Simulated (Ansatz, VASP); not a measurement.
CoSn: VASP beside Ansatz

Contents of INCAR:

```
  ALGO = Fast
  EDIFF = 1E-6
  ENCUT = 520
  GGA = PE
  ISIF = 2
  ISMEAR = 0
  LASPH = True
  LCHARG = True
  LELF = True
  LREAL = False
  LVHAR = True
  LWAVE = False
  NBANDS = 18
  NELM = 60
  PREC = Accurate
  SIGMA = 0.1
```

File KPOINTS:

```
k-points
0
Gamma
  18 18 18
```

POSCAR

```
CoSn
1.0
   -1.4818657874     -1.4818657874     -3.7072456242
   -1.4818657874     -3.7072456242     -1.4818657874
   -3.7072456242     -1.4818657874     -1.4818657874
Co Sn
1 1
Direct
    0.0000000000      0.0000000000      0.0000000000
    0.5000000000      0.5000000000      0.5000000000
```

Input for Ansatz:

```yaml
crystal:
  lattice:
    - [1.4818657874, 1.4818657874, 3.7072456242]
    - [1.4818657874, 3.7072456242, 1.4818657874]
    - [3.7072456242, 1.4818657874, 1.4818657874]
  atoms:
    - { symbol: Co, position: [0.0, 0.0, 0.0] }
    - { symbol: Sn, position: [0.5, 0.5, 0.5] }
basis:
  ecutwfc: 420
kpoints:
  mp_grid: { grid: [18, 18, 18] }
hamiltonian:
  xc: pbe
scf:
  occupations: { method: gaussian, width: 0.1 }
  lower_state_search: "off"
output:
  forces: true
  stress: true
  eigenvalues: true
```

Alike in both runs: task single point; functional PBE; k mesh 18 × 18 × 18; occupations gaussian, width 0.1 eV; no spin polarisation.

|  | VASP | Ansatz |
| --- | --- | --- |
| version | VASP 6.6.1 | Ansatz 0.2.0 |
| potentials or method | VASP PAW PBE potentials, release 64 (Co, Sn_d), cutoff 520 eV | scalar-relativistic, plane waves, PAW |
| valence electrons in the cell | 23 | 31 |

|  | VASP | Ansatz | Ansatz less VASP |
| --- | --- | --- | --- |
| gap on the k mesh at the Fermi level (eV) | none | none | - |
| pressure (GPa) | 0.0 | 0.0 | -0.03 |

A gap of «none» marks a metal or a gap that the smearing closes. The functional is the same, so the differences come from potentials, cutoffs and numerics. VASP's potentials hold 23 valence electrons a cell and Ansatz's 31, so a difference there can come from the potentials and not from the codes.
